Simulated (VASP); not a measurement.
# HfC (CsCl type) (Pm-3m) in VASP: notebook

The runs below take HfC (CsCl type) through single point, relaxation of cell and atoms, with PBE.

Everything below comes from runs of VASP 6.6.1. Logs are shortened: lines on timing, memory, paths and dates and some standing lists are left out, and cuts for length are marked.

### Step 1. The cell of the first run

Symmetry: Pm-3m, No. 221, cubic system. Conventional cell: a = 2.745 Å, b = 2.745 Å, c = 2.745 Å, α = 90.00°, β = 90.00°, γ = 90.00°. Within 3.1 Å of Hf (site symmetry m-3m) lie 8 C at 2.38 Å and 6 Hf at 2.75 Å. C (site symmetry m-3m) has 8 Hf at 2.38 Å and 6 C at 2.75 Å within 3.1 Å.

### Step 2. Single point, PBE

File INCAR:

```
PREC = Accurate
ENCUT = 520
EDIFF = 1E-6
ISMEAR = -1
SIGMA = 0.1
LREAL = F
LASPH = T
NELM = 60
ALGO = Normal
ISIF = 2
LWAVE = F
LCHARG = F
GGA = PE
NBANDS = 14
```

File KPOINTS:

```
Automatic mesh
0
Gamma
  14 14 14
```

File POSCAR:

```
HfC
1.0
    2.7453033562      0.0000000000      0.0000000000
    0.0000000000      2.7453033562      0.0000000000
    0.0000000000      0.0000000000      2.7453033562
Hf C
1 1
Direct
    0.0000000000      0.0000000000      0.0000000000
    0.5000000000      0.5000000000      0.5000000000
```

Potentials or basis: VASP PAW PBE potentials, release 64 (Hf_pv, C).

Run with:

```
> cat potpaw_PBE.64/Hf_pv/POTCAR potpaw_PBE.64/C/POTCAR > POTCAR
> mpirun -np 1 vasp_std > vasp.out
```

OUTCAR:

```text
PREC = Accurate
   ENCUT = 520
   EDIFF = 1E-6
   ISMEAR = -1
   LREAL = F
   LASPH = T
   NELM = 60
   ISIF = 2
   GGA = PE

 ion  position               nearest neighbor table
   1  0.000  0.000  0.000-   2 2.38   2 2.38   2 2.38   2 2.38   2 2.38   2 2.38   2 2.38   2 2.38

   2  0.500  0.500  0.500-   1 2.38   1 2.38   1 2.38   1 2.38   1 2.38   1 2.38   1 2.38   1 2.38

  LATTYP: Found a simple cubic cell.
 ALAT       =     2.7453033562

  Lattice vectors:

 A1 = (   2.7453033562,   0.0000000000,   0.0000000000)
 A2 = (   0.0000000000,   2.7453033562,   0.0000000000)
 A3 = (   0.0000000000,   0.0000000000,   2.7453033562)

Analysis of symmetry for initial positions (statically):
=====================================================================
 Subroutine PRICEL returns:
 Original cell was already a primitive cell.

 Routine SETGRP: Setting up the symmetry group for a
 simple cubic supercell.

 Subroutine GETGRP returns: Found 48 space group operations
 (whereof 48 operations were pure point group operations)
 out of a pool of 48 trial point group operations.

The static configuration has the point symmetry O_h .

Analysis of symmetry for dynamics (positions and initial velocities):
=====================================================================
 Subroutine PRICEL returns:
 Original cell was already a primitive cell.

 Routine SETGRP: Setting up the symmetry group for a
 simple cubic supercell.

 Subroutine GETGRP returns: Found 48 space group operations
 (whereof 48 operations were pure point group operations)
 out of a pool of 48 trial point group operations.

The dynamic configuration has the point symmetry O_h .

 Subroutine INISYM returns: Found 48 space group operations
 (whereof 48 operations are pure point group operations),
 and found     1 'primitive' translations

----------------------------------------------------------------------------------------

                                     Primitive cell

  volume of cell :      20.6905

  direct lattice vectors                    reciprocal lattice vectors
     2.745303356  0.000000000  0.000000000     0.364258470  0.000000000  0.000000000
     0.000000000  2.745303356  0.000000000     0.000000000  0.364258470  0.000000000
     0.000000000  0.000000000  2.745303356     0.000000000  0.000000000  0.364258470

  length of vectors
     2.745303356  2.745303356  2.745303356     0.364258470  0.364258470  0.364258470
[... 83 lines left out ...]
   EDIFFG = 0.1E-04   stopping-criterion for IOM
   NSW    =      0    number of steps for IOM
   IBRION =     -1    ionic relax: 0-MD 1-quasi-New 2-CG
   NFREE  =      0    steps in history (QN), initial steepest desc. (CG)
   ISIF   =      2    stress and relaxation
   ISYM   =      2    0-nonsym 1-usesym 2-fastsym
   POTIM  = 0.5000    time-step for ionic-motion
   TEBEG  =    0.0;   TEEND  =   0.0 temperature during run
   PSTRESS=    0.0 pullay stress
   NELECT =      14.0000    total number of electrons
   NUPDOWN=      -1.0000    fix difference up-down
   EMIN   =  10.00;   EMAX   =-10.00  energy-range for DOS
   EFERMI =   0.00;   METHOD = LEGACY
   ISMEAR =    -1;   SIGMA  =   0.10  broadening in eV -4-tet -1-fermi 0-gaus
   EFERMI_NEDOS =   21; number of points for ismear=-14 and -15
   IALGO  =     38    algorithm
   IMIX   =      4    mixing-type and parameters
     AMIX     =   0.40;   BMIX     =  1.00
     AMIX_MAG =   1.60;   BMIX_MAG =  1.00
  volume/ion in A,a.u.               =      10.35        69.81
  Fermi-wavevector in a.u.,A,eV,Ry     =   1.437233  2.715976 28.104719  2.065639
  Thomas-Fermi vector in A             =   2.556333
   LORBIT       =      0    0 simple, 1 ext, 2 COOP (PROOUT), +10 PAW based schemes
   GGA     = PE    functional components
   LHFCALC =     F    Hartree Fock is set to
   AEXX    =    0.0000 exact exchange contribution
   IVDW    =     0    specifies the selected vdW correction
   LEPSILON=     F    determine dielectric tensor
   LRPA    =     F    only Hartree local field effects (RPA)
 non-spin polarized calculation
  energy-cutoff  :      520.00
  volume of cell :       20.69
 maximum number of plane-waves:       587
   NGX = 11   NGY = 11   NGZ = 11

 number of electron      14.0000005 magnetization

 Free energy of the ion-electron system (eV)
  ---------------------------------------------------
  ext. energy  EPLUGINS =         0.00000000
  ---------------------------------------------------
  free energy    TOTEN  =       -17.92925613 eV

  energy without entropy =      -17.87408579  energy(sigma->0) =      -17.90167096

 E-fermi :   8.0522     XC(G=0): -13.3867

 val. band max:        8.0465018330   @ k =   0.5000   0.3571   0.0000
 cond. band min:       8.0551084771   @ k =   0.5000   0.2857   0.0000
 fundamental gap:      0.0086066440
 Fermi energy:         8.0521715186

 k-point     1 :       0.0000    0.0000    0.0000
  band No.  band energies     occupation
      1     -21.3119      2.00000
      2     -21.3119      2.00000
      3     -21.3119      2.00000
      4      -5.6760      2.00000
      5       5.5865      2.00000
      6       5.5865      2.00000
      7       9.3749      0.00000
      8       9.3749      0.00000
      9       9.3749      0.00000
     10      15.3400      0.00000
     11      15.3400      0.00000
     12      15.3400      0.00000
     13      17.2873      0.00000
     14      21.9709      0.00000
[... 377 lines left out ...]
      1     -22.6383      2.00000
      2     -21.8381      2.00000
      3     -21.1053      2.00000
      4      -2.5771      2.00000
      5       2.7652      2.00000
      6       5.8404      2.00000
      7       7.6957      1.94497
      8       8.2430      0.25824
      9      13.3930      0.00000
     10      14.0896      0.00000
     11      15.4953      0.00000
     12      16.6919      0.00000
     13      20.0700      0.00000
     14      21.9742      0.00000

 [... further k-points ...]
[... 5 lines left out ...]
  --------------------------------------------------------------------------------------
  -------------------------------------------------------------------------------------
  Total        5.8419971      5.8419971      5.8419971      0.0000000     -0.0000000      0.0000000
  in kB      452.3773995    452.3773995    452.3773995      0.0000000     -0.0000000      0.0000000
  external PRESSURE =     452.3773995 kB  Pullay stress =       0.0000000 kB

 VOLUME and BASIS-vectors are now :
 -----------------------------------------------------------------------------
  energy-cutoff  :      520.00
  volume of cell :       20.69
      direct lattice vectors                 reciprocal lattice vectors
     2.745303356  0.000000000  0.000000000     0.364258470  0.000000000  0.000000000
     0.000000000  2.745303356  0.000000000     0.000000000  0.364258470  0.000000000
     0.000000000  0.000000000  2.745303356     0.000000000  0.000000000  0.364258470

 POSITION                                       TOTAL-FORCE (eV/Angst)
 -----------------------------------------------------------------------------------
      0.00000      0.00000      0.00000         0.000000      0.000000      0.000000
      1.37265      1.37265      1.37265         0.000000      0.000000      0.000000
 -----------------------------------------------------------------------------------
    total drift:                                0.000000      0.000000      0.000000

  FREE ENERGIE OF THE ION-ELECTRON SYSTEM (eV)
  ---------------------------------------------------
  free  energy   TOTEN  =       -17.9292561315 eV

  energy  without entropy=      -17.8740857928  energy(sigma->0) =      -17.90167096
```

Wall time 18 s (1 thread of Intel Xeon Platinum 8488C (Sapphire Rapids), shared host); peak memory 0.15 GiB.

Results:

* Free energy: -17.9293 eV
* Pressure: 45.2 GPa
* Band gap on the k mesh: zero (band 7 reaches 9.37 eV, above the bottom of band 8 at 6.95 eV)

Caveat: spin-orbit coupling is left out, which moves the levels of the heavy elements.

### Step 3. Single point, PBE

File INCAR:

```
SYSTEM = HfC
ALGO     = Normal         ! electronic algorithm
EDIFF    = 1E-7           ! SCF threshold, eV
ENCUT    = 520            ! plane-wave cutoff, eV
GGA      = PE             ! functional
ISIF     = 2              ! what is computed and relaxed
ISMEAR   = -1             ! smearing method
LASPH    = .True.         ! aspherical terms in the spheres
LCHARG   = .False.        ! write CHGCAR
LREAL    = .False.        ! projectors in reciprocal space
LWAVE    = .False.        ! write WAVECAR
NBANDS   = 14             ! bands
NELM     = 100            ! most SCF steps
PREC     = Accurate       ! precision mode
SIGMA    = 0.1            ! smearing width, eV
```

File KPOINTS:

```
k-points
0
Gamma
  14 14 14
  0 0 0
```

File POSCAR:

```
HfC
1.0
    2.7456495667      0.0000000000      0.0000000000
    0.0000000000      2.7456495667      0.0000000000
    0.0000000000      0.0000000000      2.7456495667
Hf C
1 1
Direct
    0.0000000000      0.0000000000      0.0000000000
    0.5000000000      0.5000000000      0.5000000000
```

Potentials or basis: VASP PAW PBE potentials, release 64 (Hf_pv, C).

Run with:

```
> cat potpaw_PBE.64/Hf_pv/POTCAR potpaw_PBE.64/C/POTCAR > POTCAR
> mpirun -np 1 vasp_std > vasp.out
```

It took 16 s on 1 thread of Intel Xeon Platinum 8488C (Sapphire Rapids), shared host; peak memory 0.15 GiB.

Results (log left out):

```
Free energy            : -17.9315 eV
Pressure               : 45.1 GPa
Band gap on the k mesh : zero (band 7 reaches 9.37 eV, above the bottom of band 8 at 6.95 eV)
```

Levels at points of the mesh, in eV from the Fermi level:
| k point | band 4 | band 5 | band 6 | band 7 | band 8 | band 9 | band 10 | band 11 |
| --- | --- | --- | --- | --- | --- | --- | --- | --- |
| (0.00, 0.00, 0.00) | -13.73 | -2.46 | -2.46 | 1.32 | 1.32 | 1.32 | 7.29 | 7.29 |
| (0.50, 0.00, 0.00) | -9.52 | -7.46 | -1.36 | -1.36 | -1.01 | 8.04 | 8.15 | 9.93 |
| (0.50, 0.50, 0.00) | -10.98 | -2.65 | -2.65 | -1.19 | 2.14 | 3.51 | 3.51 | 6.13 |
| (0.50, 0.50, 0.50) | -7.28 | -6.61 | -6.61 | -6.61 | 10.86 | 10.86 | 10.86 | 11.02 |

Caveat: spin-orbit coupling is left out, which moves the levels of the heavy elements.

### Step 4. Relaxation of cell and atoms, PBE, target pressure 47 GPa, at which the enthalpy is minimised

This run uses another cell than the first one, of 10.25 Å³/atom, 0.991 times its volume.

File INCAR:

```
  ALGO = Normal
  EDIFF = 1E-7
  EDIFFG = -0.005
  ENCUT = 600
  GGA = PE
  IBRION = 2
  ISIF = 3
  ISMEAR = -1
  LASPH = True
  LCHARG = False
  LREAL = False
  LWAVE = False
  NELM = 60
  NSW = 60
  PREC = Accurate
  PSTRESS = 470.0
  SIGMA = 0.1
```

File KPOINTS:

```
k-points
0
Gamma
  14 14 14
```

File POSCAR:

```
HfC
1.0
    2.7370327534      0.0000000000      0.0000000000
    0.0000000000      2.7370327534      0.0000000000
    0.0000000000      0.0000000000      2.7370327534
Hf C
1 1
Direct
    0.0000000000      0.0000000000      0.0000000000
    0.5000000000      0.5000000000      0.5000000000
```

Run with:

```
> cat potpaw_PBE.64/Hf_pv/POTCAR potpaw_PBE.64/C/POTCAR > POTCAR
> mpirun -np 1 vasp_std > vasp.out
```

It took 26 s on 1 thread of Intel Xeon Platinum 8488C (Sapphire Rapids), shared host; peak memory 0.18 GiB.

The run converged. Its results:

```yaml
Free_energy: -17.9006 eV
Relaxed_volume: 10.29 Å³/atom
Relaxed_cell: a = 2.741 Å, b = 2.741 Å, c = 2.741 Å, α = 90.00°, β = 90.00°, γ = 90.00°
Space_group_after_relaxing_to_0.05_Å: Pm-3m (No. 221)
Energy_change_on_relaxing_the_enthalpy_is_what_falls: -12.4 meV/atom
Ionic_steps: 3
Pressure_after_relaxing: 47.0 GPa
Band_gap_on_the_k_mesh: zero (band 7 reaches 9.43 eV, above the bottom of band 8 at 6.99 eV)
```

The path:
| step | energy change (eV) | largest force (eV/Å) | pressure (GPa) | volume (Å³) |
| --- | --- | --- | --- | --- |
| 1 | 0.0000 | 0.0000 | 48.55 | 20.50 |
| 2 | -0.0847 | 0.0000 | 43.17 | 20.80 |
| 3 | -0.0247 | 0.0000 | 47.01 | 20.59 |

Final structure:
```yaml
crystal:
  lattice:
    - [2.74072, 0.00000, 0.00000]
    - [0.00000, 2.74072, 0.00000]
    - [0.00000, 0.00000, 2.74072]
  atoms:
    - { symbol: Hf, position: [0.00000, 0.00000, 0.00000] }
    - { symbol: C, position: [0.50000, 0.50000, 0.50000] }
```

Levels at points of the mesh, in eV from the Fermi level:
```
           k point  band 4  band 5  band 6  band 7  band 8  band 9  band 10  band 11
(0.00, 0.00, 0.00)  -13.76   -2.49   -2.49    1.33    1.33    1.33     7.33     7.33
(0.50, 0.00, 0.00)   -9.52   -7.48   -1.38   -1.38   -1.02    8.09     8.19     9.98
(0.50, 0.50, 0.00)  -11.01   -2.65   -2.65   -1.19    2.14    3.52     3.52     6.18
(0.50, 0.50, 0.50)   -7.28   -6.65   -6.65   -6.65   10.94   10.94    10.94    11.09
```

Caveat: the cell is relaxed towards a set pressure, so the enthalpy falls and the energy may rise; spin-orbit coupling is left out, which moves the levels of the heavy elements.

### Step 5. The runs side by side

| task | cell | cutoff (eV) | gap on the mesh (eV) | pressure (GPa) |
| --- | --- | --- | --- | --- |
| single point | a = 2.745 Å, 2 atoms | 520 | none | 45.2 |
| single point | a = 2.746 Å, 2 atoms | 520 | none | 45.1 |
| relaxation of cell and atoms | relaxed to 47 GPa from a = 2.737 Å, 2 atoms | 600 | none | 47.0 |

Alike in all rows: level PBE; potentials or basis VASP PAW PBE potentials, release 64 (Hf_pv, C); no spin polarisation; k mesh 14 × 14 × 14; smearing fermi-dirac 0.1 eV.

Caveats: spin-orbit coupling is left out, which moves the levels of the heavy elements; the cell is relaxed towards a set pressure, so the enthalpy falls and the energy may rise (some runs).

Absolute energies hang on the potentials; compare differences alone.
